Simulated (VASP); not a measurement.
C, 12 atoms in the cell. The typed cell holds 12 atoms: a = 2.518 Å, b = 2.518 Å, c = 12.374 Å, α = 87.67°, β = 85.33°, γ = 60.00°.  This cell differs from its parent crystal: the part above a cut slid along it.

```yaml
Program: VASP 6.6.1
Task: single point
Functional: r2SCAN
Potentials_or_basis: VASP PAW PBE potentials, release 64 (C)
Cutoff: 520 eV
k_mesh: 10 × 10 × 2
Occupations: gaussian, width 0.05 eV
Spin: no spin polarisation
Dipole_correction: no
Further_INCAR_settings: ALGO = Normal; EDIFF = 1e-07; NBANDS = 36
```

Potentials or basis: VASP PAW PBE potentials, release 64 (C).

The run is started by

```sh
$ cat potpaw_PBE.64/C/POTCAR > POTCAR
$ cp INCAR.step1 INCAR
$ mpirun -np 1 vasp_std > vasp.out
$ cp INCAR.step2 INCAR
$ mpirun -np 1 vasp_std > vasp.out
```

Hardware: 1 thread of Intel Xeon 8259CL, on a shared host.

Question: Estimate the wall time of this run.

Answer: Wall time 26 min on 1 thread of Intel Xeon 8259CL (shared host), peak memory 0.29 GiB. Counts: k points 104.
